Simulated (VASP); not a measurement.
**Ge: relaxation of cell and atoms with PBE**

The system is Ge.

```
Ge
1.0
     1.86870   -6.12593    0.00000
     1.86870    6.12593    0.00000
     0.00000    0.00000    3.88742
Ge
4
Direct
  0.09403 0.90597 0.50000
  0.90597 0.09403 0.50000
  0.19500 0.80500 0.00000
  0.80500 0.19500 0.00000
```

The cell was generated, and may not be a known phase.

```json
{
 "Program": "VASP 6.6.1",
 "Task": "relaxation of cell and atoms",
 "Functional": "PBE",
 "Potentials or basis": "VASP PAW PBE potentials, release 64 (Ge_d)",
 "Cutoff": "600 eV",
 "k mesh": "6 × 6 × 4",
 "Occupations": "gaussian, width 0.1 eV",
 "Spin": "no spin polarisation",
 "Dipole correction": "no",
 "Further INCAR settings": "ALGO = Normal; EDIFF = 1e-06; IBRION = 2; EDIFFG = -0.04; NSW = 90; ISIF = 3"
}
```

```yaml
Relaxed_volume: 26.83 Å³/atom
Relaxed_cell: a = 6.745 Å, b = 6.745 Å, c = 4.280 Å, α = 90.00°, β = 90.00°, γ = 146.55°
Space_group_after_relaxing_to_0.1_Å: Cmmm (No. 65)
Energy_gained_by_relaxing: 194.9 meV/atom
Ionic_steps: 14
Pressure_after_relaxing: 0.0 GPa
Largest_force_after_relaxing: 0.008 eV/Å
Band_gap_on_the_k_mesh: zero (bands 28 and 29 overlap by 2.33 eV)
```

Forces in eV/Å, atoms in the order of the input:
```
Ge   0.000  0.008  0.000
Ge   0.000 -0.008  0.000
Ge   0.000  0.001  0.000
Ge   0.000 -0.001  0.000
```

Stress tensor (GPa, compression positive):
```
 0.08  0.00  0.00
 0.00 -0.18  0.00
 0.00  0.00  0.09
```

The path:
| step | energy change (eV) | largest force (eV/Å) | pressure (GPa) | volume (Å³) |
| --- | --- | --- | --- | --- |
| 1 | 0.0000 | 0.8699 | 13.82 | 89.00 |
| 2 | -0.6563 | 0.3239 | -3.14 | 115.96 |
| 3 | -0.7624 | 0.4088 | 0.03 | 106.96 |
| 4 | -0.7624 | 0.3965 | -0.08 | 107.34 |
| 5 | -0.7729 | 0.0786 | -0.27 | 107.59 |
| 6 | -0.7732 | 0.0745 | -0.27 | 107.63 |
| 7 | -0.7772 | 0.0223 | -0.01 | 107.02 |
| 8 | -0.7776 | 0.0739 | 0.10 | 106.74 |
| 9 | -0.7787 | 0.0631 | 0.14 | 106.90 |
| 10 | -0.7794 | 0.0561 | 0.04 | 107.13 |
| 11 | -0.7797 | 0.0319 | -0.16 | 107.38 |
| 12 | -0.7798 | 0.0079 | -0.09 | 107.32 |
| 13 | -0.7798 | 0.0186 | -0.28 | 107.33 |
| 14 | -0.7798 | 0.0083 | 0.00 | 107.32 |

Final structure:
```
CELL_PARAMETERS angstrom
1.94122 -6.45928 0.00000
1.94122 6.45928 0.00000
0.00000 0.00000 4.27954
ATOMIC_POSITIONS crystal
Ge 0.09284 0.90716 0.50000
Ge 0.90716 0.09284 0.50000
Ge 0.19027 0.80973 0.00000
Ge 0.80973 0.19027 0.00000
```

Levels at points of the mesh, in eV from the Fermi level:
| k point | band 24 | band 25 | band 26 | band 27 | band 28 | band 29 | band 30 | band 31 | band 32 | band 33 |
| --- | --- | --- | --- | --- | --- | --- | --- | --- | --- | --- |
| (0.00, 0.00, 0.00) | -3.38 | -1.60 | -1.54 | -1.27 | -1.16 | 0.23 | 0.35 | 1.79 | 2.48 | 4.15 |
| (0.50, 0.00, 0.00) | -5.31 | -2.67 | -2.55 | -2.33 | -1.68 | 0.07 | 0.56 | 1.29 | 3.62 | 3.62 |
| (0.50, 0.50, 0.00) | -5.07 | -2.92 | -2.15 | -1.82 | 0.52 | 0.67 | 1.83 | 1.88 | 1.93 | 4.26 |
| (0.00, 0.00, 0.50) | -6.94 | -4.42 | -3.32 | -1.00 | 1.13 | 2.21 | 2.67 | 3.40 | 4.24 | 4.50 |
| (0.50, 0.00, 0.50) | -7.35 | -3.62 | -3.22 | -3.04 | -2.24 | -0.14 | 1.44 | 1.78 | 2.40 | 5.41 |
| (0.50, 0.50, 0.50) | -7.37 | -2.47 | -1.88 | -1.03 | -0.11 | 0.62 | 0.90 | 3.24 | 3.42 | 4.53 |

It took 14 min on 1 thread of Intel(R) Xeon(R) 6975P-C (Granite Rapids), with other jobs on the host, peak memory 0.36 GiB.

Caveat: the k points lie up to 0.37 Å⁻¹ apart in the final cell, too coarse for converged energies and pressures of a metal; the volume moved by over 15 % at a fixed basis, so the end points are rough.
